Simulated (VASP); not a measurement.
# SiC (Cc) in VASP: single point with PBE

Aim: the single point of SiC with PBE.

Everything below comes from runs of VASP 6.6.1. Logs are shortened: lines on timing, memory, paths and dates and some standing lists are left out, and cuts for length are marked.

**1. The cell of the first run**

The typed cell holds 32 atoms: a = 6.188 Å, b = 6.188 Å, c = 10.129 Å, α = 90.00°, β = 90.00°, γ = 120.00°.

**2. Single point, PBE**

INCAR reads:

```
PREC = Accurate ; ENCUT = 600
EDIFF = 1E-6 ; ISMEAR = 0
SIGMA = 0.01 ; LREAL = Auto
LASPH = T ; NELM = 120
ALGO = Normal ; ISIF = 2
LWAVE = F ; LCHARG = T
GGA = PE ; LELF = T
LVHAR = T ; NBANDS = 86
GGA_COMPAT = F
```

KPOINTS reads:

```
Automatic mesh
0
Gamma
  1 1 1
  0.25 0.25 0.25
```

POSCAR reads:

```
SiC
1.0
    6.1879230300      0.0000000560      0.0000000000
   -3.0939615635      5.3588985120      0.0000000000
    0.0000000000      0.0000000000     10.1287833600
Si C
16 16
Direct
    0.3345560031      0.1657347391      0.9375825938
    0.1657347391      0.3345560031      0.4375825938
    0.0009730856     -0.0013528576      0.6875852558
   -0.0013528576      0.0009730856      0.1875852558
    0.3345560031      0.6657347391      0.9375825938
    0.1657347391      0.8345560031      0.4375825938
    0.0009730856      0.4986471424      0.6875852558
   -0.0013528576      0.5009730856      0.1875852558
    0.8345560031      0.1657347391      0.9375825938
    0.6657347391      0.3345560031      0.4375825938
    0.5009730856     -0.0013528576      0.6875852558
    0.4986471424      0.0009730856      0.1875852558
    0.8345560031      0.6657347391      0.9375825938
    0.6657347391      0.8345560031      0.4375825938
    0.5009730856      0.4986471424      0.6875852558
    0.4986471424      0.5009730856      0.1875852558
    0.3351524243      0.1645612033      0.7501249659
    0.1645612033      0.3351524243      0.2501249659
   -0.0001747041      0.0005501062      0.5007061845
    0.0005501062     -0.0001747041      0.0007061845
    0.3351524243      0.6645612033      0.7501249659
    0.1645612033      0.8351524243      0.2501249659
   -0.0001747041      0.5005501062      0.5007061845
    0.0005501062      0.4998252959      0.0007061845
    0.8351524243      0.1645612033      0.7501249659
    0.6645612033      0.3351524243      0.2501249659
    0.4998252959      0.0005501062      0.5007061845
    0.5005501062     -0.0001747041      0.0007061845
    0.8351524243      0.6645612033      0.7501249659
    0.6645612033      0.8351524243      0.2501249659
    0.4998252959      0.5005501062      0.5007061845
    0.5005501062      0.4998252959      0.0007061845
```

Potentials or basis: VASP PAW PBE potentials, release 64 (Si, C).

On the command line:

```bash
$ cat potpaw_PBE.64/Si/POTCAR potpaw_PBE.64/C/POTCAR > POTCAR
$ mpirun -np 1 vasp_std > vasp.out
```

OUTCAR:

```text
PREC = Accurate
   ENCUT = 600
   EDIFF = 1E-6
   ISMEAR = 0
   LREAL = Auto
   LASPH = T
   NELM = 120
   ISIF = 2
   GGA = PE

 ion  position               nearest neighbor table
   1  0.335  0.166  0.938-  28 1.89  17 1.90  20 1.90  32 1.90  12 3.09  13 3.09  13 3.09   5 3.09
                             5 3.09   9 3.09   9 3.09  15 3.10  11 3.10   3 3.10  16 3.10   4 3.11
   2  0.166  0.335  0.438-  23 1.89  18 1.90  19 1.90  31 1.90   7 3.09  14 3.09  14 3.09   6 3.09
                             6 3.09  10 3.09  10 3.09  16 3.10   8 3.10   4 3.10  15 3.10   3 3.11
   3  0.001  0.999  0.688-  25 1.89  19 1.89  29 1.90  17 1.90   6 3.09  15 3.09  15 3.09   7 3.09
                             7 3.09  11 3.09  11 3.09  13 3.10   9 3.10   1 3.10  14 3.10   2 3.11
   4  0.999  0.001  0.188-  22 1.89  20 1.89  30 1.90  18 1.90   9 3.09  16 3.09  16 3.09   8 3.09
                             8 3.09  12 3.09  12 3.09  14 3.10   6 3.10   2 3.10  13 3.10   1 3.11
   5  0.335  0.666  0.938-  32 1.89  21 1.90  24 1.90  28 1.90  16 3.09   9 3.09   9 3.09   1 3.09
                             1 3.09  13 3.09  13 3.09  11 3.10  15 3.10   7 3.10  12 3.10   8 3.11
   6  0.166  0.835  0.438-  19 1.89  22 1.90  23 1.90  27 1.90   3 3.09  10 3.09  10 3.09   2 3.09
                             2 3.09  14 3.09  14 3.09  12 3.10   4 3.10   8 3.10  11 3.10   7 3.11
   7  0.001  0.499  0.688-  29 1.89  23 1.89  25 1.90  21 1.90   2 3.09  11 3.09  11 3.09   3 3.09
                             3 3.09  15 3.09  15 3.09   9 3.10  13 3.10   5 3.10  10 3.10   6 3.11
   8  0.999  0.501  0.188-  18 1.89  24 1.89  26 1.90  22 1.90  13 3.09  12 3.09  12 3.09   4 3.09
                             4 3.09  16 3.09  16 3.09  10 3.10   2 3.10   6 3.10   9 3.10   5 3.11
   9  0.835  0.166  0.938-  20 1.89  25 1.90  28 1.90  24 1.90   4 3.09   5 3.09   5 3.09  13 3.09
[... 38 lines left out ...]
 A1 = (   6.1879230300,   0.0000000560,   0.0000000000)
 A2 = (  -3.0939615635,   5.3588985120,   0.0000000000)
 A3 = (   0.0000000000,   0.0000000000,  10.1287833600)

Analysis of symmetry for initial positions (statically):
=====================================================================
 Subroutine PRICEL returns following result:

  LATTYP: Found a hexagonal cell.
 ALAT       =     3.0939615150
 C/A-ratio  =     3.2737263573

  Lattice vectors:

 A1 = (   3.0939615150,   0.0000000280,   0.0000000000)
 A2 = (  -1.5469807818,   2.6794492560,   0.0000000000)
 A3 = (   0.0000000000,   0.0000000000,  10.1287833600)

   4 primitive cells build up your supercell.

 Routine SETGRP: Setting up the symmetry group for a
 hexagonal supercell.

 Subroutine GETGRP returns: Found  2 space group operations
 (whereof  1 operations were pure point group operations)
 out of a pool of 24 trial point group operations.

The static configuration has the point symmetry C_1 .
 The point group associated with its full space group is C_1h.

Analysis of symmetry for dynamics (positions and initial velocities):
=====================================================================
 Subroutine PRICEL returns following result:

  LATTYP: Found a hexagonal cell.
 ALAT       =     3.0939615150
 C/A-ratio  =     3.2737263573

  Lattice vectors:

 A1 = (   3.0939615150,   0.0000000280,   0.0000000000)
 A2 = (  -1.5469807818,   2.6794492560,   0.0000000000)
 A3 = (   0.0000000000,   0.0000000000,  10.1287833600)

   4 primitive cells build up your supercell.

 Routine SETGRP: Setting up the symmetry group for a
 hexagonal supercell.

 Subroutine GETGRP returns: Found  2 space group operations
 (whereof  1 operations were pure point group operations)
 out of a pool of 24 trial point group operations.

The dynamic configuration has the point symmetry C_1 .
 The point group associated with its full space group is C_1h.

 Subroutine INISYM returns: Found  2 space group operations
 (whereof  1 operations are pure point group operations),
 and found     4 'primitive' translations

----------------------------------------------------------------------------------------

                                     Primitive cell

  volume of cell :      83.9688

  direct lattice vectors                    reciprocal lattice vectors
     3.093961515  0.000000028  0.000000000     0.323210224  0.186605514  0.000000000
    -1.546980782  2.679449256  0.000000000    -0.000000003  0.373211022  0.000000000
     0.000000000  0.000000000 10.128783360     0.000000000  0.000000000  0.098728541

  length of vectors
[... 22 lines left out ...]

----------------------------------------------------------------------------------------

 KPOINTS: Automatic mesh

Automatic generation of k-mesh.
 Grid dimensions read from file:
 generate k-points for:    1    1    1

 Generating k-lattice:

  Cartesian coordinates                     Fractional coordinates (reciprocal lattice)
     0.161605112  0.093302757  0.000000000     1.000000000  0.000000000  0.000000000
    -0.000000002  0.186605511  0.000000000     0.000000000  1.000000000  0.000000000
     0.000000000  0.000000000  0.098728541     0.000000000  0.000000000  1.000000000

  Length of vectors
     0.186605511  0.186605511  0.098728541

  Shift w.r.t. Gamma in fractional coordinates (k-lattice)
     0.250000000  0.250000000  0.250000000

 Subroutine IBZKPT returns following result:
 ===========================================

 Found      4 irreducible k-points:

 Following reciprocal coordinates:
            Coordinates               Weight
  0.250000  0.250000  0.250000      2.000000
 -0.250000  0.500000  0.250000      4.000000
  0.500000  0.250000  0.250000      4.000000
 -0.250000 -0.250000  0.250000      2.000000
   k-points           NKPTS =      4   k-points in BZ     NKDIM =      4   number of bands    NBANDS=     86
   number of dos      NEDOS =    301   number of ions     NIONS =     32
   total plane-waves  NPLWV = 210000
   dimension x,y,z NGX =    50 NGY =   50 NGZ =   84
   dimension x,y,z NGXF=   100 NGYF=  100 NGZF=  168
   ions per type =              16  16
   NGX,Y,Z   is equivalent  to a cutoff of  13.43, 13.43, 13.79 a.u.
   NGXF,Y,Z  is equivalent  to a cutoff of  26.87, 26.87, 27.57 a.u.
 SYSTEM =  unknown system
   PREC   = accura    normal or accurate (medium, high low for compatibility)
   ISTART =      0    job   : 0-new  1-cont  2-samecut
   ICHARG =      2    charge: 1-file 2-atom 10-const
   ISPIN  =      1    spin polarized calculation?
   LNONCOLLINEAR =      F non collinear calculations
   LSORBIT =      F    spin-orbit coupling
   LASPH  =      T    aspherical Exc in radial PAW
   ENCUT  =  600.0 eV  44.10 Ry    6.64 a.u.  12.36 12.36 20.23*2*pi/ulx,y,z
   NELM   =    120;   NELMIN=  2; NELMDL= -5     # of ELM steps
   EDIFF  = 0.1E-05   stopping-criterion for ELM
   LREAL  =      T    real-space projection
   EDIFFG = 0.1E-04   stopping-criterion for IOM
   NSW    =      0    number of steps for IOM
   IBRION =     -1    ionic relax: 0-MD 1-quasi-New 2-CG
   NFREE  =      0    steps in history (QN), initial steepest desc. (CG)
   ISIF   =      2    stress and relaxation
   ISYM   =      2    0-nonsym 1-usesym 2-fastsym
   POTIM  = 0.5000    time-step for ionic-motion
   TEBEG  =    0.0;   TEEND  =   0.0 temperature during run
   PSTRESS=    0.0 pullay stress
   NELECT =     128.0000    total number of electrons
   NUPDOWN=      -1.0000    fix difference up-down
   EMIN   =  10.00;   EMAX   =-10.00  energy-range for DOS
   EFERMI =   0.00;   METHOD = LEGACY
   ISMEAR =     0;   SIGMA  =   0.01  broadening in eV -4-tet -1-fermi 0-gaus
   EFERMI_NEDOS =   21; number of points for ismear=-14 and -15
   IALGO  =     38    algorithm
   IMIX   =      4    mixing-type and parameters
     AMIX     =   0.40;   BMIX     =  1.00
     AMIX_MAG =   1.60;   BMIX_MAG =  1.00
  volume/ion in A,a.u.               =      10.50        70.83
  Fermi-wavevector in a.u.,A,eV,Ry     =   1.186913  2.242940 19.167379  1.408763
  Thomas-Fermi vector in A             =   2.323076
   LORBIT       =      0    0 simple, 1 ext, 2 COOP (PROOUT), +10 PAW based schemes
   GGA     = PE    functional components
   LHFCALC =     F    Hartree Fock is set to
   AEXX    =    0.0000 exact exchange contribution
   IVDW    =     0    specifies the selected vdW correction
   LEPSILON=     F    determine dielectric tensor
   LRPA    =     F    only Hartree local field effects (RPA)
 non-spin polarized calculation
 Gauss-broadening in eV      SIGMA  =   0.01
  energy-cutoff  :      600.00
  volume of cell :      335.88
 maximum number of plane-waves:     11200
 NGX is ok and might be reduce to    50
   NGX = 25   NGY = 25   NGZ = 41

 number of electron     127.9999999 magnetization

 Free energy of the ion-electron system (eV)
  ---------------------------------------------------
  ext. energy  EPLUGINS =         0.00000000
  ---------------------------------------------------
  free energy    TOTEN  =      -247.06598949 eV

  energy without entropy =     -247.06598949  energy(sigma->0) =     -247.06598949

 E-fermi :   7.4204     XC(G=0): -11.3090

 val. band max:        7.3494520704   @ k =  -0.2500  -0.2500   0.2500
 cond. band min:      11.5239661905   @ k =  -0.2500   0.5000   0.2500
 fundamental gap:      4.1745141202
 Fermi energy:         7.4204374480

 k-point     1 :       0.2500    0.2500    0.2500
  band No.  band energies     occupation
      1      -6.5316      2.00000
      2      -5.9497      2.00000
      3      -5.5244      2.00000
      4      -5.5244      2.00000
      5      -4.9714      2.00000
      6      -4.9714      2.00000
[... 305 lines left out ...]
     75      13.5190      0.00000
     76      13.5952      0.00000
 [bands above 76 left out]

------------------------ aborting loop because EDIFF is reached ----------------------------------------

  FORCE on cell =-STRESS in cart. coord.  units (eV):
  Direction    XX          YY          ZZ          XY          YZ          ZX
  --------------------------------------------------------------------------------------
  -------------------------------------------------------------------------------------
  Total       -6.2246174     -7.5939223      5.2097255     -1.1858528     -0.0174592     -0.0100801
  in kB      -29.6924152    -36.2242173     24.8512196     -5.6567063     -0.0832832     -0.0480836
  external PRESSURE =     -13.6884710 kB  Pullay stress =       0.0000000 kB

 VOLUME and BASIS-vectors are now :
 -----------------------------------------------------------------------------
  energy-cutoff  :      600.00
  volume of cell :      335.88
      direct lattice vectors                 reciprocal lattice vectors
     6.187923030  0.000000056  0.000000000     0.161605112  0.093302757  0.000000000
    -3.093961564  5.358898512  0.000000000    -0.000000002  0.186605511  0.000000000
     0.000000000  0.000000000 10.128783360     0.000000000  0.000000000  0.098728541

 POSITION                                       TOTAL-FORCE (eV/Angst)
 -----------------------------------------------------------------------------------
      1.55743      0.88816      9.49657        -0.093330      0.053114     -0.007661
     -0.00955      1.79285      4.43218         0.092663     -0.054269     -0.007661
     -3.08375      5.35165      6.96440         0.081061     -0.034427     -0.019785
      6.17654      0.00521      1.90001        -0.070346      0.052987     -0.019785
      0.01045      3.56760      9.49657        -0.093330      0.053114     -0.007661
     -1.55653      4.47230      4.43218         0.092663     -0.054269     -0.007661
[... 24 lines left out ...]
      1.54420      2.68240      5.07154        -0.073912      0.031348      0.013318
      1.55093      2.67851      0.00715         0.064104     -0.048335      0.013318
 -----------------------------------------------------------------------------------
    total drift:                               -0.000572     -0.000991      0.026977

  FREE ENERGIE OF THE ION-ELECTRON SYSTEM (eV)
  ---------------------------------------------------
  free  energy   TOTEN  =      -247.0659894875 eV

  energy  without entropy=     -247.0659894875  energy(sigma->0) =     -247.06598949
```

It took 8.7 min on 1 thread of Intel Xeon 8259CL, shared host; peak memory 0.49 GiB.

What came out:

- Free energy: -247.0660 eV
- Pressure: -1.4 GPa
- Largest force: 0.174 eV/Å
- Band gap on the k mesh: 4.17 eV

Forces on the atoms (eV/Å):
```
Si  -0.093  0.053 -0.008
Si   0.093 -0.054 -0.008
Si   0.081 -0.034 -0.020
Si  -0.070  0.053 -0.020
Si  -0.093  0.053 -0.008
Si   0.093 -0.054 -0.008
Si   0.081 -0.034 -0.020
Si  -0.070  0.053 -0.020
Si  -0.093  0.053 -0.008
Si   0.093 -0.054 -0.008
Si   0.081 -0.034 -0.020
Si  -0.070  0.053 -0.020
Si  -0.093  0.053 -0.008
Si   0.093 -0.054 -0.008
Si   0.081 -0.034 -0.020
Si  -0.070  0.053 -0.020
C   -0.150  0.087  0.014
C    0.150 -0.087  0.014
C   -0.074  0.031  0.013
C    0.064 -0.048  0.013
C   -0.150  0.087  0.014
C    0.150 -0.087  0.014
C   -0.074  0.031  0.013
C    0.064 -0.048  0.013
C   -0.150  0.087  0.014
C    0.150 -0.087  0.014
C   -0.074  0.031  0.013
C    0.064 -0.048  0.013
C   -0.150  0.087  0.014
C    0.150 -0.087  0.014
C   -0.074  0.031  0.013
C    0.064 -0.048  0.013
```

Stress tensor (GPa, compression positive):
```
-2.97 -0.57  0.00
-0.57 -3.62 -0.01
 0.00 -0.01  2.49
```

Caveat: the k points lie up to 0.59 Å⁻¹ apart; a shifted mesh leaves out Γ, where band edges can lie. A k mesh can miss the band edges.
